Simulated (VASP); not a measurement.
# AlN (P6_3mc) in VASP: notebook

AlN is run at these levels: PBE; tasks: single point.

Everything below comes from runs of VASP 6.6.1. Logs are shortened: lines on timing, memory, paths and dates and some standing lists are left out, and cuts for length are marked.

**Measured values to compare with.**

From “Structural and optical properties of self-assembled AlN nanowires grown on SiO2/Si substrates by molecular beam epitaxy”, 2024, arxiv:2402.00216, for a bulk crystal of AlN at 0 K: band gap 6.0343 eV (an exciton energy, a little under the gap).

The results are compared with them further down.

### Step 1. The cell of the first run

Symmetry: P6_3mc, No. 186, hexagonal system. Conventional cell: a = 3.036 Å, b = 3.036 Å, c = 5.218 Å, α = 90.00°, β = 90.00°, γ = 120.00°. Al (site symmetry 3m) has 4 N at 1.88 to 1.93 Å within 2.5 Å. Within 2.5 Å of N (site symmetry 3m) lie 4 Al at 1.88 to 1.93 Å.

### Step 2. Single point, PBE

File INCAR:

```
SYSTEM = AlN
PREC = Accurate
ENCUT = 520
EDIFF = 1E-6
ISMEAR = 0
SIGMA = 0.05
LREAL = .False.
LASPH = .True.
NELM = 80
ALGO = Normal
ISIF = 2
LWAVE = .False.
LCHARG = .False.
GGA = PE
NBANDS = 16
```

File KPOINTS:

```
regular mesh
0
Gamma
  9 9 6
  0 0 0
```

File POSCAR:

```
AlN
1.0
    3.0360000000      0.0000000000      0.0000000000
   -1.5180000000      2.6292531259      0.0000000000
    0.0000000000      0.0000000000      5.2176000000
Al N
2 2
Direct
    0.3333333333      0.6666666667      0.0072200321
    0.6666666667      0.3333333333      0.5072200321
    0.3333333333      0.6666666667      0.3777799679
    0.6666666667      0.3333333333      0.8777799679
```

Potentials or basis: VASP PAW PBE potentials, release 64 (Al, N).

Run with:

```
$ cat potpaw_PBE.64/Al/POTCAR potpaw_PBE.64/N/POTCAR > POTCAR
$ mpirun -np 1 vasp_std > vasp.out
```

OUTCAR:

```text
SYSTEM = AlN
   PREC = Accurate
   ENCUT = 520
   EDIFF = 1E-6
   ISMEAR = 0
   LREAL = .False.
   LASPH = .True.
   NELM = 80
   ISIF = 2
   GGA = PE

 ion  position               nearest neighbor table
   1  0.333  0.667  0.007-   4 1.88   4 1.88   4 1.88   3 1.93   2 3.14   2 3.14   2 3.14   2 3.14
                             2 3.14   2 3.14
   2  0.667  0.333  0.507-   3 1.88   3 1.88   3 1.88   4 1.93   1 3.14   1 3.14   1 3.14   1 3.14
                             1 3.14   1 3.14
   3  0.333  0.667  0.378-   2 1.88   2 1.88   2 1.88   1 1.93
   4  0.667  0.333  0.878-   1 1.88   1 1.88   1 1.88   2 1.93

  LATTYP: Found a hexagonal cell.
 ALAT       =     3.0360000000
 C/A-ratio  =     1.7185770751

  Lattice vectors:

 A1 = (   3.0360000000,   0.0000000000,   0.0000000000)
 A2 = (  -1.5180000000,   2.6292531259,   0.0000000000)
 A3 = (   0.0000000000,   0.0000000000,   5.2176000000)

Analysis of symmetry for initial positions (statically):
=====================================================================
 Subroutine PRICEL returns:
 Original cell was already a primitive cell.

 Routine SETGRP: Setting up the symmetry group for a
 hexagonal supercell.

 Subroutine GETGRP returns: Found 12 space group operations
 (whereof  6 operations were pure point group operations)
 out of a pool of 24 trial point group operations.

The static configuration has the point symmetry C_3v.
 The point group associated with its full space group is C_6v.

Analysis of symmetry for dynamics (positions and initial velocities):
=====================================================================
 Subroutine PRICEL returns:
 Original cell was already a primitive cell.

 Routine SETGRP: Setting up the symmetry group for a
 hexagonal supercell.

 Subroutine GETGRP returns: Found 12 space group operations
 (whereof  6 operations were pure point group operations)
 out of a pool of 24 trial point group operations.

The dynamic configuration has the point symmetry C_3v.
 The point group associated with its full space group is C_6v.

 Subroutine INISYM returns: Found 12 space group operations
 (whereof  6 operations are pure point group operations),
 and found     1 'primitive' translations

----------------------------------------------------------------------------------------

                                     Primitive cell

  volume of cell :      41.6490

  direct lattice vectors                    reciprocal lattice vectors
     3.036000000  0.000000000  0.000000000     0.329380764  0.190168073  0.000000000
    -1.518000000  2.629253126  0.000000000     0.000000000  0.380336146  0.000000000
     0.000000000  0.000000000  5.217600000     0.000000000  0.000000000  0.191659000

  length of vectors
     3.036000000  3.036000000  5.217600000     0.380336146  0.380336146  0.191659000

  position of ions in fractional coordinates (direct lattice)
     0.333333333  0.666666667  0.007220032
     0.666666667  0.333333333  0.507220032
     0.333333333  0.666666667  0.377779968
     0.666666667  0.333333333  0.877779968

  ion indices of the primitive-cell ions
   primitive index   ion index
                 1           1
                 2           2
                 3           3
                 4           4

----------------------------------------------------------------------------------------

 KPOINTS: regular mesh

Automatic generation of k-mesh.
 Grid dimensions read from file:
 generate k-points for:    9    9    6

 Generating k-lattice:

  Cartesian coordinates                     Fractional coordinates (reciprocal lattice)
     0.036597863  0.021129786  0.000000000     0.111111111  0.000000000  0.000000000
     0.000000000  0.042259572  0.000000000     0.000000000  0.111111111  0.000000000
     0.000000000  0.000000000  0.031943167     0.000000000  0.000000000  0.166666667

  Length of vectors
     0.042259572  0.042259572  0.031943167

  Shift w.r.t. Gamma in fractional coordinates (k-lattice)
     0.000000000  0.000000000  0.000000000

 Subroutine IBZKPT returns following result:
 ===========================================

 Found     48 irreducible k-points:

 Following reciprocal coordinates:
            Coordinates               Weight
  0.000000  0.000000  0.000000      1.000000
  0.111111  0.000000  0.000000      6.000000
  0.222222 -0.000000  0.000000      6.000000
  0.333333 -0.000000  0.000000      6.000000
  0.444444 -0.000000  0.000000      6.000000
  0.111111  0.111111  0.000000      6.000000
[... 16 lines left out ...]
  0.333333  0.222222  0.166667     24.000000
  0.333333  0.333333  0.166667      4.000000
 [... further k-points ...]
   k-points           NKPTS =     48   k-points in BZ     NKDIM =     48   number of bands    NBANDS=     16
   number of dos      NEDOS =    301   number of ions     NIONS =      4
   total plane-waves  NPLWV =  23040
   dimension x,y,z NGX =    24 NGY =   24 NGZ =   40
   dimension x,y,z NGXF=    48 NGYF=   48 NGZF=   80
   ions per type =               2   2
   NGX,Y,Z   is equivalent  to a cutoff of  13.14, 13.14, 12.75 a.u.
   NGXF,Y,Z  is equivalent  to a cutoff of  26.28, 26.28, 25.49 a.u.
 SYSTEM =  AlN
   PREC   = accura    normal or accurate (medium, high low for compatibility)
   ISTART =      0    job   : 0-new  1-cont  2-samecut
   ICHARG =      2    charge: 1-file 2-atom 10-const
   ISPIN  =      1    spin polarized calculation?
   LNONCOLLINEAR =      F non collinear calculations
   LSORBIT =      F    spin-orbit coupling
   LASPH  =      T    aspherical Exc in radial PAW
   ENCUT  =  520.0 eV  38.22 Ry    6.18 a.u.   5.64  5.64  9.70*2*pi/ulx,y,z
   NELM   =     80;   NELMIN=  2; NELMDL= -5     # of ELM steps
   EDIFF  = 0.1E-05   stopping-criterion for ELM
   LREAL  =      F    real-space projection
   EDIFFG = 0.1E-04   stopping-criterion for IOM
   NSW    =      0    number of steps for IOM
   IBRION =     -1    ionic relax: 0-MD 1-quasi-New 2-CG
   NFREE  =      0    steps in history (QN), initial steepest desc. (CG)
   ISIF   =      2    stress and relaxation
   ISYM   =      2    0-nonsym 1-usesym 2-fastsym
   POTIM  = 0.5000    time-step for ionic-motion
   TEBEG  =    0.0;   TEEND  =   0.0 temperature during run
   PSTRESS=    0.0 pullay stress
   NELECT =      16.0000    total number of electrons
   NUPDOWN=      -1.0000    fix difference up-down
   EMIN   =  10.00;   EMAX   =-10.00  energy-range for DOS
   EFERMI =   0.00;   METHOD = LEGACY
   ISMEAR =     0;   SIGMA  =   0.05  broadening in eV -4-tet -1-fermi 0-gaus
   EFERMI_NEDOS =   21; number of points for ismear=-14 and -15
   IALGO  =     38    algorithm
   IMIX   =      4    mixing-type and parameters
     AMIX     =   0.40;   BMIX     =  1.00
     AMIX_MAG =   1.60;   BMIX_MAG =  1.00
  volume/ion in A,a.u.               =      10.41        70.27
  Fermi-wavevector in a.u.,A,eV,Ry     =   1.190090  2.248944 19.270128  1.416314
  Thomas-Fermi vector in A             =   2.326183
   LORBIT       =      0    0 simple, 1 ext, 2 COOP (PROOUT), +10 PAW based schemes
   GGA     = PE    functional components
   LHFCALC =     F    Hartree Fock is set to
   AEXX    =    0.0000 exact exchange contribution
   IVDW    =     0    specifies the selected vdW correction
   LEPSILON=     F    determine dielectric tensor
   LRPA    =     F    only Hartree local field effects (RPA)
 non-spin polarized calculation
 Gauss-broadening in eV      SIGMA  =   0.05
  energy-cutoff  :      520.00
  volume of cell :       41.65
 maximum number of plane-waves:      1136
 NGX is ok and might be reduce to    24

 number of electron      15.9999998 magnetization

 Free energy of the ion-electron system (eV)
  ---------------------------------------------------
  ext. energy  EPLUGINS =         0.00000000
  ---------------------------------------------------
  free energy    TOTEN  =       -29.63543860 eV

  energy without entropy =      -29.63543860  energy(sigma->0) =      -29.63543860

 E-fermi :   6.4547     XC(G=0): -10.9294

 val. band max:        6.1720824862   @ k =   0.0000   0.0000   0.0000
 cond. band min:      10.2165735994   @ k =   0.0000   0.0000   0.0000
 fundamental gap:      4.0444911132
 Fermi energy:         6.4547069440

 k-point     1 :       0.0000    0.0000    0.0000
  band No.  band energies     occupation
      1      -9.0139      2.00000
      2      -7.1370      2.00000
      3      -0.0923      2.00000
      4       5.6984      2.00000
      5       5.6984      2.00000
      6       5.7439      2.00000
[... 8 lines left out ...]
     15      19.8156      0.00000
     16      19.8156      0.00000

 k-point     2 :       0.1111    0.0000    0.0000
  band No.  band energies     occupation
      1      -8.8467      2.00000
      2      -7.0280      2.00000
      3       0.1083      2.00000
      4       4.9410      2.00000
      5       5.4411      2.00000
      6       5.4982      2.00000
[... 8 lines left out ...]
     15      19.2999      0.00000
     16      19.6673      0.00000

 k-point     3 :       0.2222   -0.0000    0.0000
  band No.  band energies     occupation
      1      -8.3730      2.00000
      2      -6.7445      2.00000
      3       0.6908      2.00000
      4       3.3255      2.00000
      5       4.0830      2.00000
      6       5.0852      2.00000
[... 8 lines left out ...]
     15      18.5918      0.00000
     16      19.7923      0.00000

 k-point     4 :       0.3333   -0.0000    0.0000
  band No.  band energies     occupation
      1      -7.6925      2.00000
      2      -6.4326      2.00000
      3       1.5664      2.00000
      4       1.7872      2.00000
      5       2.7844      2.00000
      6       4.6973      2.00000
[... 8 lines left out ...]
     15      18.3127      0.00000
     16      20.9008      0.00000
[... 324 lines left out ...]
 k-point    22 :       0.2222    0.2222    0.1667
  band No.  band energies     occupation
      1      -7.2771      2.00000
      2      -6.3865      2.00000
      3       1.6425      2.00000
      4       1.8814      2.00000
      5       2.9454      2.00000
      6       3.6996      2.00000
[... 8 lines left out ...]
     15      18.5770      0.00000
     16      21.0522      0.00000

 k-point    23 :       0.3333    0.2222    0.1667
  band No.  band energies     occupation
      1      -6.7386      2.00000
      2      -6.3020      2.00000
      3       1.2373      2.00000
      4       1.8777      2.00000
      5       2.8147      2.00000
      6       3.5734      2.00000
[... 8 lines left out ...]
     15      19.3189      0.00000
     16      20.9451      0.00000

 k-point    24 :       0.3333    0.3333    0.1667
  band No.  band energies     occupation
      1      -6.4096      2.00000
      2      -6.4096      2.00000
      3       1.5865      2.00000
      4       2.0839      2.00000
      5       2.0839      2.00000
      6       3.3271      2.00000
[... 8 lines left out ...]
     15      19.6802      0.00000
     16      21.4623      0.00000

 [... further k-points ...]
[... 5 lines left out ...]
  --------------------------------------------------------------------------------------
  -------------------------------------------------------------------------------------
  Total        3.2392889      3.2392889     -2.6931260      0.0000000      0.0000000      0.0000000
  in kB      124.6106947    124.6106947   -103.6006099      0.0000000      0.0000000      0.0000000
  external PRESSURE =      48.5402598 kB  Pullay stress =       0.0000000 kB

 VOLUME and BASIS-vectors are now :
 -----------------------------------------------------------------------------
  energy-cutoff  :      520.00
  volume of cell :       41.65
      direct lattice vectors                 reciprocal lattice vectors
     3.036000000  0.000000000  0.000000000     0.329380764  0.190168073  0.000000000
    -1.518000000  2.629253126  0.000000000     0.000000000  0.380336146  0.000000000
     0.000000000  0.000000000  5.217600000     0.000000000  0.000000000  0.191659000

 POSITION                                       TOTAL-FORCE (eV/Angst)
 -----------------------------------------------------------------------------------
     -0.00000      1.75284      0.03767         0.000000     -0.000000      0.000539
      1.51800      0.87642      2.64647        -0.000000      0.000000      0.000539
     -0.00000      1.75284      1.97110         0.000000      0.000000     -0.000539
      1.51800      0.87642      4.57990        -0.000000     -0.000000     -0.000539
 -----------------------------------------------------------------------------------
    total drift:                               -0.000000     -0.000000     -0.000379

  FREE ENERGIE OF THE ION-ELECTRON SYSTEM (eV)
  ---------------------------------------------------
  free  energy   TOTEN  =       -29.6354386032 eV

  energy  without entropy=      -29.6354386032  energy(sigma->0) =      -29.63543860
```

It took 17 s on 1 thread of AMD EPYC 9R45 (Zen 5), shared host; peak memory 0.13 GiB.

Results:

```
Free energy            : -29.6354 eV
Pressure               : 4.9 GPa
Band gap on the k mesh : 4.04 eV, direct
```

Levels at points of the mesh, in eV from the valence-band top:
| k point | band 6 | band 7 | band 8 | band 9 | band 10 | band 11 |
| --- | --- | --- | --- | --- | --- | --- |
| (0.00, 0.00, 0.00) | -0.43 | 0.00 | 0.00 | 4.04 | 7.37 | 10.13 |
| (0.00, 0.00, 0.50) | -0.24 | -0.24 | -0.24 | 6.66 | 6.66 | 10.05 |

PBE gaps usually lie below the measured ones, often by a third to a half.

### Step 3. Single point, PBE

This run uses another cell than the first one, of the same volume but with other edges.

INCAR, as its differences from that of step 2:

```diff
@@ -12,4 +12,6 @@
 LWAVE = .False.
-LCHARG = .False.
+LCHARG = .True.
 GGA = PE
+LELF = .True.
+LVHAR = .True.
 NBANDS = 16
```

KPOINTS is that of step 2.

File POSCAR:

```
AlN
1.0
    3.1612000000      0.0000000000      0.0000000000
   -1.5806000000      2.7376795064      0.0000000000
    0.0000000000      0.0000000000      4.8163000000
Al N
2 2
Direct
    0.3333333333      0.6666666667     -0.0038132751
    0.6666666667      0.3333333333      0.4961867249
    0.3333333333      0.6666666667      0.3888132751
    0.6666666667      0.3333333333      0.8888132751
```

Potentials or basis: VASP PAW PBE potentials, release 64 (Al, N).

Run with:

```
$ cat potpaw_PBE.64/Al/POTCAR potpaw_PBE.64/N/POTCAR > POTCAR
$ mpirun -np 1 vasp_std > vasp.out
```

It took 16 s on 1 thread of AMD EPYC 9R45 (Zen 5), shared host; peak memory 0.13 GiB.

The run converged. Its results:

* Free energy: -29.7168 eV
* Pressure: 3.2 GPa
* Band gap on the k mesh: 3.92 eV, direct

Stress tensor (GPa, compression positive):
```
-0.67  0.00  0.00
 0.00 -0.67  0.00
 0.00  0.00 10.84
```

Levels at points of the mesh, in eV from the valence-band top:
| k point | band 5 | band 6 | band 7 | band 8 | band 9 | band 10 | band 11 | band 12 |
| --- | --- | --- | --- | --- | --- | --- | --- | --- |
| (0.00, 0.00, 0.00) | -1.44 | -0.63 | -0.63 | 0.00 | 3.92 | 5.94 | 10.38 | 10.38 |
| (0.00, 0.00, 0.50) | -1.05 | -1.05 | -1.05 | -1.05 | 6.05 | 6.05 | 10.24 | 10.24 |

(Part 1 of 2 ends here.)
